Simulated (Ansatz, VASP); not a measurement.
# Two plane-wave programs on CoSn

Contents of INCAR:

```
PREC = Accurate ; ENCUT = 520
EDIFF = 1E-7 ; ISMEAR = 0
SIGMA = 0.15 ; LREAL = F
LASPH = T ; NELM = 80
ALGO = Fast ; ISIF = 2
LWAVE = F ; LCHARG = F
GGA = PE ; NBANDS = 44
```

The input KPOINTS:

```
Automatic mesh
0
Gamma
  12 12 12
```

File POSCAR:

```
CoSn
1.0
    5.2965850026      0.0000000000      0.0000000000
   -2.6482925013      4.5869771655      0.0000000000
    0.0000000000      0.0000000000      4.1456819204
Co Sn
3 3
Direct
    0.0000000000      0.5000000000      0.0000000000
    0.5000000000      0.5000000000      0.0000000000
    0.5000000000      0.0000000000      0.0000000000
    0.6666666667      0.3333333333      0.5000000000
    0.3333333333      0.6666666667      0.5000000000
    0.0000000000      0.0000000000      0.0000000000
```

Input for Ansatz:

```yaml
crystal:
  lattice:
    - [5.2965850026, 0.0, 0.0]
    - [-2.6482925013, 4.5869771655, 0.0]
    - [0.0, 0.0, 4.1456819204]
  atoms:
    - { symbol: Co, position: [0.0, 0.5, 0.0] }
    - { symbol: Co, position: [0.5, 0.5, 0.0] }
    - { symbol: Co, position: [0.5, 0.0, 0.0] }
    - { symbol: Sn, position: [0.6666666667, 0.3333333333, 0.5] }
    - { symbol: Sn, position: [0.3333333333, 0.6666666667, 0.5] }
    - { symbol: Sn, position: [0.0, 0.0, 0.0] }
basis:
  ecutwfc: 420
kpoints:
  mp_grid: { grid: [12, 12, 12] }
hamiltonian:
  xc: pbe
scf:
  occupations: { method: gaussian, width: 0.15 }
output:
  forces: true
  stress: true
  eigenvalues: true
```

Change from the starting cell: strain -0.0200 x Voigt [0, 0, 1, 0, 0, 0], atoms carried along.

Alike in both runs: task single point; functional PBE; k mesh 12 × 12 × 12; occupations gaussian, width 0.15 eV; no spin polarisation.

|  | VASP | Ansatz |
| --- | --- | --- |
| version | VASP 6.6.1 | Ansatz 0.2.0 |
| potentials or method | VASP PAW PBE potentials, release 64 (Co, Sn_d), cutoff 520 eV | scalar-relativistic, plane waves, PAW |
| valence electrons in the cell | 69 | 93 |

|  | VASP | Ansatz | Ansatz less VASP |
| --- | --- | --- | --- |
| gap on the k mesh at the Fermi level (eV) | none | none | - |
| pressure (GPa) | 2.7 | 2.8 | +0.09 |
| traceless stress, the component that is largest in VASP (GPa) | 2.84 | 2.92 | +0.083 |

A gap of «none» marks a metal or a gap that the smearing closes. With one functional, cell and mesh, what is left measures potentials, basis and numerics. VASP's potentials hold 69 valence electrons a cell and Ansatz's 93, so a difference there can come from the potentials and not from the codes.
